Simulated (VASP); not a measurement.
A run of VASP 6.6.1:

The input INCAR:

```
SYSTEM = CaZr3
ALGO     = Normal         ! electronic algorithm
EDIFF    = 1E-7           ! SCF threshold, eV
EDIFFG   = -0.04          ! ionic threshold
ENCUT    = 600            ! plane-wave cutoff, eV
GGA      = PE             ! functional
IBRION   = 2              ! ionic algorithm
ISIF     = 3              ! what is computed and relaxed
ISMEAR   = 0              ! smearing method
LASPH    = .TRUE.         ! aspherical terms in the spheres
LCHARG   = .FALSE.        ! write CHGCAR
LREAL    = .FALSE.        ! projectors in reciprocal space
LWAVE    = .FALSE.        ! write WAVECAR
NELM     = 60             ! most SCF steps
NSW      = 90             ! ionic steps
PREC     = Accurate       ! precision mode
SIGMA    = 0.1            ! smearing width, eV
```

KPOINTS

```
k-points
0
G
  4 4 4
  0 0 0
```

POSCAR

```
CaZr3
1.0
    4.2210320545      0.0000000000      0.0000000000
    0.0000000000      4.2210320545      0.0000000000
    0.0000000000      0.0000000000      4.2210320545
Ca Zr
1 3
Direct
    0.0000000000      0.0000000000      0.0000000000
    0.0000000000      0.5000000000      0.5000000000
    0.5000000000      0.0000000000      0.5000000000
    0.5000000000      0.5000000000      0.0000000000
```

Potentials or basis: VASP PAW PBE potentials, release 64 (Ca_sv, Zr_sv).

Run with:

```bash
$ cat potpaw_PBE.64/Ca_sv/POTCAR potpaw_PBE.64/Zr_sv/POTCAR > POTCAR
$ mpirun -np 1 vasp_std > vasp.out
```

Hardware: 1 thread of Oxide Virtual Turin-like Processor (shared host).

Estimate the wall time of this run.

Run time: 2.6 min on 1 thread of Oxide Virtual Turin-like Processor (shared host), peak memory 0.18 GiB. Counts: scf iterations 43, k points 10, ion steps 3.
